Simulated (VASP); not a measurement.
# Ni (Im-3m) in VASP: single point with PBEsol

Aim: the single point of Ni with PBEsol.

Program: VASP 6.6.1. These are calculated values, not measurements. Logs are shortened: lines on timing, memory, paths and dates and some standing lists are left out, and cuts for length are marked.

### 1 The cell of the first run

It takes space group Im-3m (No. 229, cubic). The conventional cell has a = 2.767 Å, b = 2.767 Å, c = 2.767 Å, α = 90.00°, β = 90.00°, γ = 90.00°. Within 3.2 Å of Ni (site symmetry m-3m) lie 14 Ni at 2.40 to 2.77 Å.

This isn't the form of Ni at room conditions, which is fcc.

### 2 Single point, PBEsol, collinear spin, ferromagnetic start

INCAR

```
PREC = Accurate
ENCUT = 520
EDIFF = 1E-6
ISMEAR = -1
SIGMA = 0.15
LREAL = F
LASPH = T
NELM = 150
ALGO = Normal
ISIF = 2
LWAVE = F
LCHARG = T
ISPIN = 2
MAGMOM = 1.5
LORBIT = 11
LMAXMIX = 4
GGA = PS
LELF = T
LVHAR = T
NBANDS = 15
```

KPOINTS

```
Automatic mesh
0
Gamma
  14 14 14
```

POSCAR

```
Ni
1.0
   -1.3837154700      1.3837154700      1.3837154700
    1.3837154700     -1.3837154700      1.3837154700
    1.3837154700      1.3837154700     -1.3837154700
Ni
1
Direct
    0.0000000000      0.0000000000      0.0000000000
```

Potentials or basis: VASP PAW PBE potentials, release 64 (Ni).

Command:

```console
> cat potpaw_PBE.64/Ni/POTCAR > POTCAR
> mpirun -np 1 vasp_std > vasp.out
```

OUTCAR:

```text
PREC = Accurate
   ENCUT = 520
   EDIFF = 1E-6
   ISMEAR = -1
   LREAL = F
   LASPH = T
   NELM = 150
   ISIF = 2
   ISPIN = 2
   LORBIT = 11
   GGA = PS

 ion  position               nearest neighbor table
   1  0.000  0.000  0.000-

  LATTYP: Found a body centered cubic cell.
 ALAT       =     2.7674309400

  Lattice vectors:

 A1 = (  -1.3837154700,   1.3837154700,   1.3837154700)
 A2 = (   1.3837154700,  -1.3837154700,   1.3837154700)
 A3 = (   1.3837154700,   1.3837154700,  -1.3837154700)

Analysis of symmetry for initial positions (statically):
=====================================================================
 Subroutine PRICEL returns:
 Original cell was already a primitive cell.

 Routine SETGRP: Setting up the symmetry group for a
 body centered cubic supercell.

 Subroutine GETGRP returns: Found 48 space group operations
 (whereof 48 operations were pure point group operations)
 out of a pool of 48 trial point group operations.

The static configuration has the point symmetry O_h .

Analysis of symmetry for dynamics (positions and initial velocities):
=====================================================================
 Subroutine PRICEL returns:
 Original cell was already a primitive cell.

 Routine SETGRP: Setting up the symmetry group for a
 body centered cubic supercell.

 Subroutine GETGRP returns: Found 48 space group operations
 (whereof 48 operations were pure point group operations)
 out of a pool of 48 trial point group operations.

The dynamic configuration has the point symmetry O_h .

Analysis of structural, dynamic, and magnetic symmetry:
=====================================================================
 Subroutine PRICEL returns:
 Original cell was already a primitive cell.

 Routine SETGRP: Setting up the symmetry group for a
 body centered cubic supercell.

 Subroutine GETGRP returns: Found 48 space group operations
 (whereof 48 operations were pure point group operations)
 out of a pool of 48 trial point group operations.

The overall configuration has the point symmetry O_h .

 Subroutine INISYM returns: Found 48 space group operations
 (whereof 48 operations are pure point group operations),
 and found     1 'primitive' translations

----------------------------------------------------------------------------------------

                                     Primitive cell

  volume of cell :      10.5974

  direct lattice vectors                    reciprocal lattice vectors
    -1.383715470  1.383715470  1.383715470     0.000000000  0.361345964  0.361345964
     1.383715470 -1.383715470  1.383715470     0.361345964  0.000000000  0.361345964
     1.383715470  1.383715470 -1.383715470     0.361345964  0.361345964  0.000000000

  length of vectors
[... 124 lines left out ...]
  free energy    TOTEN  =        -6.09936640 eV

  energy without entropy =       -5.96223481  energy(sigma->0) =       -6.03080061

 E-fermi :   9.4587     XC(G=0): -13.5889

 val. band max:        9.4453266638   @ k =   0.5000   0.5000   0.2143
 cond. band min:       9.4606208526   @ k =   0.2143   0.0714   0.0714
 fundamental gap:      0.0152941888
 Fermi energy:         9.4587313447

 spin component 1

 k-point     1 :       0.0000    0.0000    0.0000
  band No.  band energies     occupation
      1       0.3180      1.00000
      2       7.1827      1.00000
      3       7.1827      1.00000
      4       7.1827      1.00000
      5       8.5870      0.99702
      6       8.5870      0.99702
      7      36.1317      0.00000
      8      36.1317      0.00000
      9      36.1317      0.00000
     10      41.1926      0.00000
     11      41.1926      0.00000
     12      42.4401      0.00000
     13      42.4401      0.00000
     14      42.4401      0.00000
[... 403 lines left out ...]
      4       8.6196      0.99630
      5       8.7795      0.98932
      6      14.7842      0.00000
      7      16.5694      0.00000
      8      18.9919      0.00000
      9      28.8351      0.00000
     10      38.4860      0.00000
     11      40.1883      0.00000
     12      46.6459      0.00000
     13      50.4691      0.00000
     14      54.2594      0.00000
     15      55.4426      0.00000

 [... further k-points ...]

 spin component 2

 k-point     1 :       0.0000    0.0000    0.0000
  band No.  band energies     occupation
      1       0.3239      1.00000
      2       7.6128      1.00000
      3       7.6128      1.00000
      4       7.6128      1.00000
      5       8.9854      0.95912
      6       8.9854      0.95912
      7      36.0821      0.00000
      8      36.0821      0.00000
      9      36.0821      0.00000
     10      41.1757      0.00000
     11      41.1757      0.00000
     12      42.5757      0.00000
     13      42.5757      0.00000
     14      42.5757      0.00000
[... 403 lines left out ...]
      4       9.0443      0.94065
      5       9.2089      0.84097
      6      14.9628      0.00000
      7      16.7462      0.00000
      8      19.1243      0.00000
      9      28.9028      0.00000
     10      38.4945      0.00000
     11      40.1891      0.00000
     12      46.7743      0.00000
     13      50.5627      0.00000
     14      54.5170      0.00000
     15      55.4698      0.00000

 [... further k-points ...]

------------------------ aborting loop because EDIFF is reached ----------------------------------------

  FORCE on cell =-STRESS in cart. coord.  units (eV):
  Direction    XX          YY          ZZ          XY          YZ          ZX
  --------------------------------------------------------------------------------------
  -------------------------------------------------------------------------------------
  Total       -0.1459967     -0.1459967     -0.1459967     -0.0000000      0.0000000      0.0000000
  in kB      -22.0725865    -22.0725865    -22.0725865     -0.0000000      0.0000000      0.0000000
  external PRESSURE =     -22.0725865 kB  Pullay stress =       0.0000000 kB

 VOLUME and BASIS-vectors are now :
 -----------------------------------------------------------------------------
  energy-cutoff  :      520.00
  volume of cell :       10.60
      direct lattice vectors                 reciprocal lattice vectors
    -1.383715470  1.383715470  1.383715470     0.000000000  0.361345964  0.361345964
     1.383715470 -1.383715470  1.383715470     0.361345964  0.000000000  0.361345964
     1.383715470  1.383715470 -1.383715470     0.361345964  0.361345964  0.000000000

 POSITION                                       TOTAL-FORCE (eV/Angst)
 -----------------------------------------------------------------------------------
      0.00000      0.00000      0.00000         0.000000     -0.000000     -0.000000
 -----------------------------------------------------------------------------------
    total drift:                                0.000000     -0.000000      0.000000

  FREE ENERGIE OF THE ION-ELECTRON SYSTEM (eV)
  ---------------------------------------------------
  free  energy   TOTEN  =        -6.0993664039 eV

  energy  without entropy=       -5.9622348103  energy(sigma->0) =       -6.03080061

 total charge

# of ion       s       p       d       tot
------------------------------------------
    1        0.506   0.519   8.340   9.365

 magnetization (x)

# of ion       s       p       d       tot
------------------------------------------
    1       -0.003  -0.012   0.409   0.394
```

OSZICAR:

```text
N       E                     dE             d eps       ncg     rms          rms(c)
DAV:   1     0.329905809285E+02    0.32991E+02   -0.42397E+03  6644   0.870E+02
DAV:   2    -0.575406279580E+01   -0.38745E+02   -0.36071E+02  7234   0.164E+02
DAV:   3    -0.715467991162E+01   -0.14006E+01   -0.13864E+01  7535   0.306E+01
DAV:   4    -0.716283660495E+01   -0.81567E-02   -0.81552E-02  7732   0.227E+00
DAV:   5    -0.716292723737E+01   -0.90632E-04   -0.90632E-04  7607   0.214E-01    0.111E+01
DAV:   6    -0.641795672635E+01    0.74497E+00   -0.13064E+01  8984   0.413E+01    0.574E+00
DAV:   7    -0.611722054204E+01    0.30074E+00   -0.22851E+00  8187   0.151E+01    0.198E+00
DAV:   8    -0.610205576177E+01    0.15165E-01   -0.39277E-02  8423   0.130E+00    0.894E-01
DAV:   9    -0.609993019415E+01    0.21256E-02   -0.13112E-03  9850   0.209E-01    0.272E-01
DAV:  10    -0.609935320882E+01    0.57699E-03   -0.58477E-04  9939   0.150E-01    0.636E-02
DAV:  11    -0.609936172325E+01   -0.85144E-05   -0.40956E-05  8728   0.503E-02    0.332E-02
DAV:  12    -0.609936620907E+01   -0.44858E-05   -0.88829E-06  7787   0.217E-02    0.107E-02
DAV:  13    -0.609936640392E+01   -0.19485E-06   -0.45761E-07  5925   0.690E-03
   1 F= -.60993664E+01 E0= -.60308006E+01  d E =-.137132E+00  mag=     0.3904
```

Wall time 22 s (1 thread of AMD EPYC 9R45 (Zen 5), shared host); peak memory 0.11 GiB.

Results:

| Property | Result |
| --- | --- |
| Free energy | -6.0994 eV |
| Pressure | -2.2 GPa |
| Net moment | 0.39 μB per cell |
| Site moments | Ni +0.39 μB |
| Valence electrons inside the program's atomic spheres | Ni 9.37 |

Caveat: the PAW data sets were made with another functional, which shifts forces and pressure a little.
